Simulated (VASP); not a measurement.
# Ge3P4 (Fm-3m) in VASP: a series of runs

Ge3P4 is run at these levels: PBE; tasks: single point.

Program: VASP 6.6.1. These are calculated values, not measurements. Logs are shortened: lines on timing, memory, paths and dates and some standing lists are left out, and cuts for length are marked.

### 1 The cell of the first run

It takes space group Fm-3m (No. 225, cubic). Conventional cell: a = 10.832 Å, b = 10.832 Å, c = 10.832 Å, α = 90.00°, β = 90.00°, γ = 90.00°. Within 3.0 Å of Ge (site symmetry mmm) lie 4 P at 2.26 Å. P (site symmetry 3m) has 3 Ge at 2.26 Å and 3 P at 3.09 Å within 3.1 Å.

The cell was generated, and may not be a known phase.

### 2 Single point, PBE

INCAR

```
SYSTEM = Ge3P4
ALGO     = Normal         ! electronic algorithm
EDIFF    = 1E-7           ! SCF threshold, eV
ENCUT    = 520            ! plane-wave cutoff, eV
GGA      = PE             ! functional
ISIF     = 2              ! what is computed and relaxed
ISMEAR   = 0              ! smearing method
LASPH    = .True.         ! aspherical terms in the spheres
LCHARG   = .False.        ! write CHGCAR
LREAL    = .False.        ! projectors in reciprocal space
LWAVE    = .False.        ! write WAVECAR
NBANDS   = 75             ! bands
NELM     = 100            ! most SCF steps
PREC     = Accurate       ! precision mode
SIGMA    = 0.1            ! smearing width, eV
```

KPOINTS

```
k-points
0
Gamma
  4 4 4
  0 0 0
```

POSCAR

```
Ge3P4
1.0
    0.0000000000      5.4161385400      5.4161385400
    5.4161385400      0.0000000000      5.4161385400
    5.4161385400      5.4161385400      0.0000000000
Ge P
6 8
Direct
    0.5000000000      0.0000000000      0.5000000000
    0.5000000000      0.0000000000      0.0000000000
    0.0000000000      0.0000000000      0.5000000000
    0.0000000000      0.5000000000      0.0000000000
    0.0000000000      0.5000000000      0.5000000000
    0.5000000000      0.5000000000      0.0000000000
    0.8575690000      0.4272930000      0.8575690000
    0.1424310000      0.1424310000      0.1424310000
    0.8575690000      0.8575690000      0.8575690000
    0.5727070000      0.1424310000      0.1424310000
    0.8575690000      0.8575690000      0.4272930000
    0.4272930000      0.8575690000      0.8575690000
    0.1424310000      0.1424310000      0.5727070000
    0.1424310000      0.5727070000      0.1424310000
```

Potentials or basis: VASP PAW PBE potentials, release 64 (Ge_d, P).

The run is started by

```
$ cat potpaw_PBE.64/Ge_d/POTCAR potpaw_PBE.64/P/POTCAR > POTCAR
$ mpirun -np 1 vasp_std > vasp.out
```

OUTCAR:

```text
SYSTEM = Ge3P4
   EDIFF = 1E-7
   ENCUT = 520
   GGA = PE
   ISIF = 2
   ISMEAR = 0
   LASPH = .True.
   LREAL = .False.
   NELM = 100
   PREC = Accurate

 ion  position               nearest neighbor table
   1  0.500  0.000  0.500-  11 2.26  13 2.26  12 2.26  10 2.26
   2  0.500  0.000  0.000-   8 2.26   9 2.26  10 2.26  12 2.26
   3  0.000  0.000  0.500-   8 2.26   9 2.26  11 2.26  13 2.26
   4  0.000  0.500  0.000-   8 2.26   9 2.26   7 2.26  14 2.26
   5  0.000  0.500  0.500-  11 2.26  13 2.26   7 2.26  14 2.26
   6  0.500  0.500  0.000-   7 2.26  10 2.26  12 2.26  14 2.26
   7  0.858  0.427  0.858-   6 2.26   5 2.26   4 2.26
   8  0.142  0.142  0.142-   2 2.26   3 2.26   4 2.26
   9  0.858  0.858  0.858-   2 2.26   3 2.26   4 2.26
  10  0.573  0.142  0.142-   6 2.26   1 2.26   2 2.26
  11  0.858  0.858  0.427-   1 2.26   5 2.26   3 2.26
  12  0.427  0.858  0.858-   6 2.26   1 2.26   2 2.26
  13  0.142  0.142  0.573-   1 2.26   5 2.26   3 2.26
  14  0.142  0.573  0.142-   6 2.26   5 2.26   4 2.26

  LATTYP: Found a face centered cubic cell.
 ALAT       =    10.8322770800

  Lattice vectors:

 A1 = (   0.0000000000,   5.4161385400,   5.4161385400)
 A2 = (   5.4161385400,   0.0000000000,   5.4161385400)
 A3 = (   5.4161385400,   5.4161385400,   0.0000000000)

Analysis of symmetry for initial positions (statically):
=====================================================================
 Subroutine PRICEL returns:
 Original cell was already a primitive cell.

 Routine SETGRP: Setting up the symmetry group for a
 face centered cubic supercell.

 Subroutine GETGRP returns: Found 48 space group operations
 (whereof 48 operations were pure point group operations)
 out of a pool of 48 trial point group operations.

The static configuration has the point symmetry O_h .

Analysis of symmetry for dynamics (positions and initial velocities):
=====================================================================
 Subroutine PRICEL returns:
 Original cell was already a primitive cell.

 Routine SETGRP: Setting up the symmetry group for a
 face centered cubic supercell.

 Subroutine GETGRP returns: Found 48 space group operations
 (whereof 48 operations were pure point group operations)
 out of a pool of 48 trial point group operations.

The dynamic configuration has the point symmetry O_h .

 Subroutine INISYM returns: Found 48 space group operations
 (whereof 48 operations are pure point group operations),
 and found     1 'primitive' translations

----------------------------------------------------------------------------------------

                                     Primitive cell

  volume of cell :     317.7600

  direct lattice vectors                    reciprocal lattice vectors
     0.000000000  5.416138540  5.416138540    -0.092316693  0.092316693  0.092316693
     5.416138540  0.000000000  5.416138540     0.092316693 -0.092316693  0.092316693
     5.416138540  5.416138540  0.000000000     0.092316693  0.092316693 -0.092316693

  length of vectors
     7.659576579  7.659576579  7.659576579     0.159897203  0.159897203  0.159897203

  position of ions in fractional coordinates (direct lattice)
     0.500000000  0.000000000  0.500000000
     0.500000000  0.000000000  0.000000000
     0.000000000  0.000000000  0.500000000
     0.000000000  0.500000000  0.000000000
     0.000000000  0.500000000  0.500000000
     0.500000000  0.500000000  0.000000000
     0.857569000  0.427293000  0.857569000
     0.142431000  0.142431000  0.142431000
     0.857569000  0.857569000  0.857569000
     0.572707000  0.142431000  0.142431000
     0.857569000  0.857569000  0.427293000
     0.427293000  0.857569000  0.857569000
     0.142431000  0.142431000  0.572707000
     0.142431000  0.572707000  0.142431000

  ion indices of the primitive-cell ions
   primitive index   ion index
                 1           1
                 2           2
                 3           3
                 4           4
                 5           5
                 6           6
                 7           7
                 8           8
                 9           9
                10          10
                11          11
                12          12
                13          13
                14          14

----------------------------------------------------------------------------------------

 KPOINTS: k-points

Automatic generation of k-mesh.
 Grid dimensions read from file:
 generate k-points for:    4    4    4

 Generating k-lattice:

  Cartesian coordinates                     Fractional coordinates (reciprocal lattice)
    -0.023079173  0.023079173  0.023079173     0.250000000  0.000000000  0.000000000
     0.023079173 -0.023079173  0.023079173     0.000000000  0.250000000  0.000000000
     0.023079173  0.023079173 -0.023079173     0.000000000  0.000000000  0.250000000

  Length of vectors
     0.039974301  0.039974301  0.039974301

  Shift w.r.t. Gamma in fractional coordinates (k-lattice)
     0.000000000  0.000000000  0.000000000

 Subroutine IBZKPT returns following result:
 ===========================================

 Found      8 irreducible k-points:

 Following reciprocal coordinates:
            Coordinates               Weight
  0.000000  0.000000  0.000000      1.000000
  0.250000  0.000000  0.000000      8.000000
  0.500000  0.000000  0.000000      4.000000
  0.250000  0.250000  0.000000      6.000000
  0.500000  0.250000  0.000000     24.000000
 -0.250000  0.250000  0.000000     12.000000
  0.500000  0.500000  0.000000      3.000000
 -0.250000  0.500000  0.250000      6.000000
   k-points           NKPTS =      8   k-points in BZ     NKDIM =      8   number of bands    NBANDS=     75
   number of dos      NEDOS =    301   number of ions     NIONS =     14
   total plane-waves  NPLWV = 216000
   dimension x,y,z NGX =    60 NGY =   60 NGZ =   60
   dimension x,y,z NGXF=   120 NGYF=  120 NGZF=  120
   ions per type =               6   8
   NGX,Y,Z   is equivalent  to a cutoff of  13.02, 13.02, 13.02 a.u.
   NGXF,Y,Z  is equivalent  to a cutoff of  26.05, 26.05, 26.05 a.u.
 SYSTEM =  Ge3P4
   PREC   = accura    normal or accurate (medium, high low for compatibility)
   ISTART =      0    job   : 0-new  1-cont  2-samecut
   ICHARG =      2    charge: 1-file 2-atom 10-const
   ISPIN  =      1    spin polarized calculation?
   LNONCOLLINEAR =      F non collinear calculations
   LSORBIT =      F    spin-orbit coupling
   LASPH  =      T    aspherical Exc in radial PAW
   ENCUT  =  520.0 eV  38.22 Ry    6.18 a.u.  14.24 14.24 14.24*2*pi/ulx,y,z
   NELM   =    100;   NELMIN=  2; NELMDL= -5     # of ELM steps
   EDIFF  = 0.1E-06   stopping-criterion for ELM
   LREAL  =      F    real-space projection
   EDIFFG = 0.1E-05   stopping-criterion for IOM
   NSW    =      0    number of steps for IOM
   IBRION =     -1    ionic relax: 0-MD 1-quasi-New 2-CG
   NFREE  =      0    steps in history (QN), initial steepest desc. (CG)
   ISIF   =      2    stress and relaxation
   ISYM   =      2    0-nonsym 1-usesym 2-fastsym
   POTIM  = 0.5000    time-step for ionic-motion
   TEBEG  =    0.0;   TEEND  =   0.0 temperature during run
   PSTRESS=    0.0 pullay stress
   NELECT =     124.0000    total number of electrons
   NUPDOWN=      -1.0000    fix difference up-down
   EMIN   =  10.00;   EMAX   =-10.00  energy-range for DOS
   EFERMI =   0.00;   METHOD = LEGACY
   ISMEAR =     0;   SIGMA  =   0.10  broadening in eV -4-tet -1-fermi 0-gaus
   EFERMI_NEDOS =   21; number of points for ismear=-14 and -15
   IALGO  =     38    algorithm
   IMIX   =      4    mixing-type and parameters
     AMIX     =   0.40;   BMIX     =  1.00
     AMIX_MAG =   1.60;   BMIX_MAG =  1.00
  volume/ion in A,a.u.               =      22.70       153.17
  Fermi-wavevector in a.u.,A,eV,Ry     =   1.196324  2.260725 19.472550  1.431192
  Thomas-Fermi vector in A             =   2.332268
   LORBIT       =      0    0 simple, 1 ext, 2 COOP (PROOUT), +10 PAW based schemes
   GGA     = PE    functional components
   LHFCALC =     F    Hartree Fock is set to
   AEXX    =    0.0000 exact exchange contribution
   IVDW    =     0    specifies the selected vdW correction
   LEPSILON=     F    determine dielectric tensor
   LRPA    =     F    only Hartree local field effects (RPA)
 non-spin polarized calculation
 Gauss-broadening in eV      SIGMA  =   0.10
  energy-cutoff  :      520.00
  volume of cell :      317.76
 maximum number of plane-waves:      8609
 NGX is ok and might be reduce to    60
   NGX = 29   NGY = 29   NGZ = 29

 number of electron     124.0000007 magnetization

 Free energy of the ion-electron system (eV)
  ---------------------------------------------------
  ext. energy  EPLUGINS =         0.00000000
  ---------------------------------------------------
  free energy    TOTEN  =       -57.07680620 eV

  energy without entropy =      -57.04890261  energy(sigma->0) =      -57.06285441

 E-fermi :   4.4588     XC(G=0):  -9.1159

 val. band max:        4.4328505862   @ k =  -0.2500   0.2500   0.0000
 cond. band min:       4.5229257860   @ k =   0.2500   0.2500   0.0000
 fundamental gap:      0.0900751998
 Fermi energy:         4.4587590044

 k-point     1 :       0.0000    0.0000    0.0000
  band No.  band energies     occupation
      1     -20.3909      2.00000
      2     -20.3909      2.00000
      3     -20.3909      2.00000
      4     -20.3628      2.00000
      5     -20.3628      2.00000
      6     -20.3628      2.00000
[... 66 lines left out ...]
     73       6.9277      0.00000
     74       6.9277      0.00000

 k-point     2 :       0.2500    0.0000    0.0000
  band No.  band energies     occupation
      1     -20.3903      2.00000
      2     -20.3876      2.00000
      3     -20.3876      2.00000
      4     -20.3655      2.00000
      5     -20.3655      2.00000
      6     -20.3625      2.00000
[... 66 lines left out ...]
     73       7.6423      0.00000
     74       7.6423      0.00000

 k-point     3 :       0.5000    0.0000    0.0000
  band No.  band energies     occupation
      1     -20.3897      2.00000
      2     -20.3830      2.00000
      3     -20.3830      2.00000
      4     -20.3695      2.00000
      5     -20.3695      2.00000
      6     -20.3622      2.00000
[... 374 lines left out ...]
     73       7.7058      0.00000
     74       8.1093      0.00000

 k-point     8 :      -0.2500    0.5000    0.2500
  band No.  band energies     occupation
      1     -20.3883      2.00000
      2     -20.3773      2.00000
      3     -20.3763      2.00000
      4     -20.3763      2.00000
      5     -20.3754      2.00000
      6     -20.3620      2.00000
[... 66 lines left out ...]
     73       8.1859      0.00000
     74       8.1860      0.00000
 [bands above 74 left out]

------------------------ aborting loop because EDIFF is reached ----------------------------------------

  FORCE on cell =-STRESS in cart. coord.  units (eV):
  Direction    XX          YY          ZZ          XY          YZ          ZX
  --------------------------------------------------------------------------------------
  -------------------------------------------------------------------------------------
  Total       26.6092854     26.6092854     26.6092854      0.0000000      0.0000000      0.0000000
  in kB      134.1666278    134.1666278    134.1666278      0.0000000      0.0000000      0.0000000
  external PRESSURE =     134.1666278 kB  Pullay stress =       0.0000000 kB

 VOLUME and BASIS-vectors are now :
 -----------------------------------------------------------------------------
  energy-cutoff  :      520.00
  volume of cell :      317.76
      direct lattice vectors                 reciprocal lattice vectors
     0.000000000  5.416138540  5.416138540    -0.092316693  0.092316693  0.092316693
     5.416138540  0.000000000  5.416138540     0.092316693 -0.092316693  0.092316693
     5.416138540  5.416138540  0.000000000     0.092316693  0.092316693 -0.092316693

 POSITION                                       TOTAL-FORCE (eV/Angst)
 -----------------------------------------------------------------------------------
      2.70807      5.41614      2.70807         0.000000     -0.000000      0.000000
      0.00000      2.70807      2.70807         0.000000     -0.000000     -0.000000
      2.70807      2.70807      0.00000         0.000000     -0.000000     -0.000000
      2.70807      0.00000      2.70807         0.000000     -0.000000     -0.000000
      5.41614      2.70807      2.70807         0.000000     -0.000000      0.000000
      2.70807      2.70807      5.41614         0.000000     -0.000000      0.000000
      6.95899      9.28943      6.95899        -0.853429      0.853429     -0.853429
      1.54285      1.54285      1.54285        -0.853429     -0.853429     -0.853429
      9.28943      9.28943      9.28943         0.853429      0.853429      0.853429
      1.54285      3.87329      3.87329        -0.853429      0.853429      0.853429
      6.95899      6.95899      9.28943        -0.853429     -0.853429      0.853429
      9.28943      6.95899      6.95899         0.853429     -0.853429     -0.853429
      3.87329      3.87329      1.54285         0.853429      0.853429     -0.853429
      3.87329      1.54285      3.87329         0.853429     -0.853429      0.853429
 -----------------------------------------------------------------------------------
    total drift:                               -0.000000     -0.000000      0.000000

  FREE ENERGIE OF THE ION-ELECTRON SYSTEM (eV)
  ---------------------------------------------------
  free  energy   TOTEN  =       -57.0768062031 eV

  energy  without entropy=      -57.0489026074  energy(sigma->0) =      -57.06285441
```

It took 3.3 min on 1 thread of Intel Xeon 6975P-C (Granite Rapids), shared host; peak memory 0.55 GiB.

What came out:

```yaml
Free_energy: -57.0768 eV
Pressure: 13.4 GPa
Largest_force: 1.478 eV/Å
Band_gap_on_the_k_mesh: zero (bands 62 and 63 overlap by 0.56 eV)
```

Forces on the atoms (eV/Å):
```
Ge   0.000  0.000  0.000
Ge   0.000  0.000  0.000
Ge   0.000  0.000  0.000
Ge   0.000  0.000  0.000
Ge   0.000  0.000  0.000
Ge   0.000  0.000  0.000
P   -0.853  0.853 -0.853
P   -0.853 -0.853 -0.853
P    0.853  0.853  0.853
P   -0.853  0.853  0.853
P   -0.853 -0.853  0.853
P    0.853 -0.853 -0.853
P    0.853  0.853 -0.853
P    0.853 -0.853  0.853
```

Levels at points of the mesh, in eV from the Fermi level:
```
           k point  band 59  band 60  band 61  band 62  band 63  band 64  band 65  band 66
(0.00, 0.00, 0.00)    -0.42    -0.42    -0.15    -0.15    -0.15     0.81     0.81     0.81
(0.50, 0.00, 0.00)    -1.08    -0.68    -0.68    -0.68     0.17     0.74     0.74     0.86
(0.50, 0.50, 0.00)    -1.40    -0.50    -0.50     0.41     0.47     0.65     0.65     0.82
```

Caveat: the cell stands under pressure; forces of over 1 eV/Å act on the atoms, so gaps and moduli don't describe the material at rest.

(Part 1 of 2 ends here.)

The gap in the log of VASP goes by the Fermi energy; the results here count the filled bands.